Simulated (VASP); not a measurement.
# FeSi2 (P4/mmm) in VASP: relaxation of volume and atoms at fixed shape with PBEsol

Aim: the relaxation of volume and atoms at fixed shape of FeSi2 with PBEsol.

All numbers are computed with VASP 6.6.1; they aren't measurements. Logs are shortened: lines on timing, memory, paths and dates and some standing lists are left out, and cuts for length are marked.

**1. The cell of the first run**

Symmetry: P4/mmm, No. 123, tetragonal system. Conventional cell: a = 2.684 Å, b = 2.684 Å, c = 5.128 Å, α = 90.00°, β = 90.00°, γ = 90.00°. Fe (site symmetry 4/mmm) has 8 Si at 2.35 Å and 4 Fe at 2.68 Å within 3.1 Å. Si (site symmetry 4mm) has 4 Fe at 2.35 Å and 6 Si at 2.36 to 2.77 Å within 3.1 Å.

**2. Relaxation of volume and atoms at fixed shape, PBEsol, collinear spin, ferromagnetic start**

INCAR

```
PREC = Accurate
ENCUT = 600
EDIFF = 1E-7
ISMEAR = -1
SIGMA = 0.15
LREAL = False
LASPH = True
NELM = 150
ALGO = Normal
ISIF = 8
LWAVE = False
LCHARG = False
ISPIN = 2
MAGMOM = 3.5 0 0
LORBIT = 11
LMAXMIX = 4
GGA = PS
IBRION = 2
NSW = 80
EDIFFG = -0.005
```

KPOINTS

```
Automatic mesh
0
Gamma
  12 12 7
```

POSCAR

```
FeSi2
1.0
    2.6840000000      0.0000000000      0.0000000000
    0.0000000000      2.6840000000      0.0000000000
    0.0000000000      0.0000000000      5.1280000000
Fe Si
1 2
Direct
    0.0000000000      0.0000000000      0.0000000000
    0.5000000000      0.5000000000      0.2700000000
    0.5000000000      0.5000000000      0.7300000000
```

Potentials or basis: VASP PAW PBE potentials, release 64 (Fe, Si).

On the command line:

```
> cat potpaw_PBE.64/Fe/POTCAR potpaw_PBE.64/Si/POTCAR > POTCAR
> mpirun -np 1 vasp_std > vasp.out
```

OUTCAR:

```text
PREC = Accurate
   ENCUT = 600
   EDIFF = 1E-7
   ISMEAR = -1
   LREAL = False
   LASPH = True
   NELM = 150
   ISIF = 8
   ISPIN = 2
   LORBIT = 11
   GGA = PS
   IBRION = 2
   NSW = 80
   EDIFFG = -0.005

 ion  position               nearest neighbor table
   1  0.000  0.000  0.000-   2 2.35   3 2.35   2 2.35   3 2.35   2 2.35   3 2.35   2 2.35   3 2.35

   2  0.500  0.500  0.270-   1 2.35   1 2.35   1 2.35   1 2.35   3 2.36   3 2.77
   3  0.500  0.500  0.730-   1 2.35   1 2.35   1 2.35   1 2.35   2 2.36   2 2.77

  LATTYP: Found a simple tetragonal cell.
 ALAT       =     2.6840000000
 C/A-ratio  =     1.9105812221

  Lattice vectors:

 A1 = (   2.6840000000,   0.0000000000,   0.0000000000)
 A2 = (   0.0000000000,   2.6840000000,   0.0000000000)
 A3 = (   0.0000000000,   0.0000000000,   5.1280000000)

Analysis of symmetry for initial positions (statically):
=====================================================================
 Subroutine PRICEL returns:
 Original cell was already a primitive cell.

 Routine SETGRP: Setting up the symmetry group for a
 simple tetragonal supercell.

 Subroutine GETGRP returns: Found 16 space group operations
 (whereof 16 operations were pure point group operations)
 out of a pool of 16 trial point group operations.

The static configuration has the point symmetry D_4h.

Analysis of symmetry for dynamics (positions and initial velocities):
=====================================================================
 Subroutine PRICEL returns:
 Original cell was already a primitive cell.

 Routine SETGRP: Setting up the symmetry group for a
 simple tetragonal supercell.

 Subroutine GETGRP returns: Found 16 space group operations
 (whereof 16 operations were pure point group operations)
 out of a pool of 16 trial point group operations.

The dynamic configuration has the point symmetry D_4h.

Analysis of structural, dynamic, and magnetic symmetry:
=====================================================================
 Subroutine PRICEL returns:
 Original cell was already a primitive cell.

 Routine SETGRP: Setting up the symmetry group for a
 simple tetragonal supercell.

 Subroutine GETGRP returns: Found 16 space group operations
 (whereof 16 operations were pure point group operations)
 out of a pool of 16 trial point group operations.

The overall configuration has the point symmetry D_4h.

 Subroutine INISYM returns: Found 16 space group operations
 (whereof 16 operations are pure point group operations),
 and found     1 'primitive' translations

----------------------------------------------------------------------------------------

                                     Primitive cell

  volume of cell :      36.9414

  direct lattice vectors                    reciprocal lattice vectors
     2.684000000  0.000000000  0.000000000     0.372578241  0.000000000  0.000000000
     0.000000000  2.684000000  0.000000000     0.000000000  0.372578241  0.000000000
     0.000000000  0.000000000  5.128000000     0.000000000  0.000000000  0.195007800

  length of vectors
     2.684000000  2.684000000  5.128000000     0.372578241  0.372578241  0.195007800

  position of ions in fractional coordinates (direct lattice)
     0.000000000  0.000000000  0.000000000
     0.500000000  0.500000000  0.270000000
     0.500000000  0.500000000  0.730000000

  ion indices of the primitive-cell ions
   primitive index   ion index
                 1           1
                 2           2
                 3           3

----------------------------------------------------------------------------------------

 KPOINTS: Automatic mesh

Automatic generation of k-mesh.
 Grid dimensions read from file:
 generate k-points for:   12   12    7

 Generating k-lattice:

  Cartesian coordinates                     Fractional coordinates (reciprocal lattice)
     0.031048187  0.000000000  0.000000000     0.083333333  0.000000000  0.000000000
     0.000000000  0.031048187  0.000000000     0.000000000  0.083333333  0.000000000
     0.000000000  0.000000000  0.027858257     0.000000000  0.000000000  0.142857143

  Length of vectors
     0.031048187  0.031048187  0.027858257

  Shift w.r.t. Gamma in fractional coordinates (k-lattice)
     0.000000000  0.000000000  0.000000000

 Subroutine IBZKPT returns following result:
 ===========================================

 Found    112 irreducible k-points:

 Following reciprocal coordinates:
            Coordinates               Weight
  0.000000  0.000000  0.000000      1.000000
  0.083333  0.000000  0.000000      4.000000
  0.166667  0.000000  0.000000      4.000000
  0.250000  0.000000  0.000000      4.000000
  0.333333  0.000000  0.000000      4.000000
  0.416667  0.000000  0.000000      4.000000
[... 16 lines left out ...]
  0.333333  0.333333  0.000000      4.000000
  0.416667  0.333333  0.000000      8.000000
 [... further k-points ...]
   k-points           NKPTS =    112   k-points in BZ     NKDIM =    112   number of bands    NBANDS=     14
   number of dos      NEDOS =    301   number of ions     NIONS =      3
   total plane-waves  NPLWV =  24192
   dimension x,y,z NGX =    24 NGY =   24 NGZ =   42
   dimension x,y,z NGXF=    48 NGYF=   48 NGZF=   84
   ions per type =               1   2
   NGX,Y,Z   is equivalent  to a cutoff of  14.87, 14.87, 13.62 a.u.
   NGXF,Y,Z  is equivalent  to a cutoff of  29.73, 29.73, 27.23 a.u.
 SYSTEM =  unknown system
   PREC   = accura    normal or accurate (medium, high low for compatibility)
   ISTART =      0    job   : 0-new  1-cont  2-samecut
   ICHARG =      2    charge: 1-file 2-atom 10-const
   ISPIN  =      2    spin polarized calculation?
   LNONCOLLINEAR =      F non collinear calculations
   LSORBIT =      F    spin-orbit coupling
   LASPH  =      T    aspherical Exc in radial PAW
   ENCUT  =  600.0 eV  44.10 Ry    6.64 a.u.   5.36  5.36 10.24*2*pi/ulx,y,z
   NELM   =    150;   NELMIN=  2; NELMDL= -5     # of ELM steps
   EDIFF  = 0.1E-06   stopping-criterion for ELM
   LREAL  =      F    real-space projection
   EDIFFG = -.5E-02   stopping-criterion for IOM
   NSW    =     80    number of steps for IOM
   IBRION =      2    ionic relax: 0-MD 1-quasi-New 2-CG
   NFREE  =      1    steps in history (QN), initial steepest desc. (CG)
   ISIF   =      8    stress and relaxation
   ISYM   =      2    0-nonsym 1-usesym 2-fastsym
   POTIM  = 0.5000    time-step for ionic-motion
   TEBEG  =    0.0;   TEEND  =   0.0 temperature during run
   PSTRESS=    0.0 pullay stress
   NELECT =      16.0000    total number of electrons
   NUPDOWN=      -1.0000    fix difference up-down
   EMIN   =  10.00;   EMAX   =-10.00  energy-range for DOS
   EFERMI =   0.00;   METHOD = LEGACY
   ISMEAR =    -1;   SIGMA  =   0.15  broadening in eV -4-tet -1-fermi 0-gaus
   EFERMI_NEDOS =   21; number of points for ismear=-14 and -15
   IALGO  =     38    algorithm
   IMIX   =      4    mixing-type and parameters
     AMIX     =   0.40;   BMIX     =  1.00
     AMIX_MAG =   1.60;   BMIX_MAG =  1.00
  volume/ion in A,a.u.               =      12.31        83.10
  Fermi-wavevector in a.u.,A,eV,Ry     =   1.238636  2.340683 20.874330  1.534220
  Thomas-Fermi vector in A             =   2.373153
   LORBIT       =     11    0 simple, 1 ext, 2 COOP (PROOUT), +10 PAW based schemes
   GGA     = PS    functional components
   LHFCALC =     F    Hartree Fock is set to
   AEXX    =    0.0000 exact exchange contribution
   IVDW    =     0    specifies the selected vdW correction
   LEPSILON=     F    determine dielectric tensor
   LRPA    =     F    only Hartree local field effects (RPA)
 conjugate gradient relaxation of ions
 spin polarized calculation
  energy-cutoff  :      600.00
  volume of cell :       36.94
 maximum number of plane-waves:      1253
 NGX is ok and might be reduce to    24
   NGX = 11   NGY = 11   NGZ = 21

--------------------------------------- Ionic step        1  -------------------------------------------

 number of electron      16.0000000 magnetization      -0.0002486

 number of electron      16.0000000 magnetization       0.0002330

 Free energy of the ion-electron system (eV)
  ---------------------------------------------------
  ext. energy  EPLUGINS =         0.00000000
  ---------------------------------------------------
  free energy    TOTEN  =       -21.98849356 eV

  energy without entropy =      -21.90428855  energy(sigma->0) =      -21.94639105

------------------------ aborting loop because EDIFF is reached ----------------------------------------

  FORCE on cell =-STRESS in cart. coord.  units (eV):
  Direction    XX          YY          ZZ          XY          YZ          ZX
  --------------------------------------------------------------------------------------
  -------------------------------------------------------------------------------------
  Total       -0.0673590     -0.0673590     -0.4787904     -0.0000000      0.0000000     -0.0000000
  in kB       -2.9214136     -2.9214136    -20.7655261     -0.0000000      0.0000000     -0.0000000
  external PRESSURE =      -8.8694511 kB  Pullay stress =       0.0000000 kB
[... 141 lines left out ...]
--------------------------------------- Ionic step        5  -------------------------------------------

 number of electron      15.9999999 magnetization       0.0000002

 number of electron      15.9999999 magnetization      -0.0000004

 Free energy of the ion-electron system (eV)
  ---------------------------------------------------
  ext. energy  EPLUGINS =         0.00000000
  ---------------------------------------------------
  free energy    TOTEN  =       -21.99148370 eV

  energy without entropy =      -21.90925190  energy(sigma->0) =      -21.95036780

 E-fermi :   9.9459     XC(G=0): -12.1090

 val. band max:        9.9264516418   @ k =   0.3333   0.2500   0.0000
 cond. band min:       9.9703329805   @ k =   0.5000   0.3333   0.0000
 fundamental gap:      0.0438813387
 Fermi energy:         9.9458970207

 spin component 1

 k-point     1 :       0.0000    0.0000    0.0000
  band No.  band energies     occupation
      1      -3.9989      1.00000
      2       0.7916      1.00000
      3       1.9826      1.00000
      4       6.4075      1.00000
      5       8.3353      0.99998
      6       8.5050      0.99993
      7       8.5050      0.99993
      8       9.3930      0.97554
      9      14.6182      0.00000
     10      14.6182      0.00000
     11      16.5173      0.00000
     12      17.1496      0.00000
     13      18.0256      0.00000
     14      18.1941      0.00000
[... 376 lines left out ...]
  band No.  band energies     occupation
      1       1.0111      1.00000
      2       4.2395      1.00000
      3       4.4389      1.00000
      4       5.4684      1.00000
      5       5.7275      1.00000
      6       7.4432      1.00000
      7       8.2984      0.99998
      8       9.8816      0.60553
      9      10.5400      0.01870
     10      11.9236      0.00000
     11      11.9293      0.00000
     12      13.5651      0.00000
     13      14.1327      0.00000
     14      14.4560      0.00000

 [... further k-points ...]

 spin component 2

 k-point     1 :       0.0000    0.0000    0.0000
  band No.  band energies     occupation
      1      -3.9989      1.00000
      2       0.7916      1.00000
      3       1.9826      1.00000
      4       6.4075      1.00000
      5       8.3353      0.99998
      6       8.5050      0.99993
      7       8.5050      0.99993
      8       9.3930      0.97554
      9      14.6182      0.00000
     10      14.6182      0.00000
     11      16.5173      0.00000
     12      17.1496      0.00000
     13      18.0256      0.00000
     14      18.1941      0.00000
[... 421 lines left out ...]
  FREE ENERGIE OF THE ION-ELECTRON SYSTEM (eV)
  ---------------------------------------------------
  free  energy   TOTEN  =       -21.9914837009 eV

  energy  without entropy=      -21.9092519010  energy(sigma->0) =      -21.95036780

 reached required accuracy - stopping structural energy minimisation

 total charge

# of ion       s       p       d       tot
------------------------------------------
    1        0.468   0.705   6.710   7.884
    2        0.733   0.898   0.000   1.632
    3        0.733   0.898   0.000   1.632
--------------------------------------------------
tot          1.935   2.502   6.710  11.147

 magnetization (x)

# of ion       s       p       d       tot
------------------------------------------
    1        0.000   0.000   0.000   0.000
    2       -0.000  -0.000   0.000  -0.000
    3       -0.000  -0.000   0.000  -0.000
--------------------------------------------------
tot         -0.000  -0.000   0.000   0.000
```

Run time: 4.7 min. Hardware: 1 thread of Intel Xeon Platinum 8488C (Sapphire Rapids), shared host; peak memory 0.27 GiB.

Results:

* Free energy: -21.9915 eV
* Relaxed volume: 12.24 Å³/atom
* Relaxed cell: a = 2.678 Å, b = 2.678 Å, c = 5.117 Å, α = 90.00°, β = 90.00°, γ = 90.00°
* Space group after relaxing (to 0.1 Å): P4/mmm (No. 123)
* Energy gained by relaxing: 1.0 meV/atom
* Ionic steps: 5
* Pressure after relaxing: 0.0 GPa
* Band gap on the k mesh: zero (filled and empty bands overlap)
* Net moment: 0.00 μB per cell
* Valence electrons inside the program's atomic spheres: Fe 7.88; Si 1.63

Step by step:
| step | energy change (eV) | largest force (eV/Å) | pressure (GPa) | volume (Å³) |
| --- | --- | --- | --- | --- |
| 1 | 0.0000 | 0.2497 | -0.89 | 36.94 |
| 2 | -0.0025 | 0.0731 | 0.60 | 36.58 |
| 3 | -0.0030 | 0.0177 | 0.19 | 36.68 |
| 4 | -0.0030 | 0.0213 | -0.22 | 36.74 |
| 5 | -0.0030 | 0.0007 | 0.00 | 36.71 |

Final structure:
```
Fe Si
1.0
     2.67827    0.00000    0.00000
     0.00000    2.67827    0.00000
     0.00000    0.00000    5.11706
Fe Si
1 2
Direct
  0.00000 0.00000 0.00000
  0.50000 0.50000 0.27180
  0.50000 0.50000 0.72820
```

Caveat: the PAW data sets were made with another functional, which shifts forces and pressure a little.
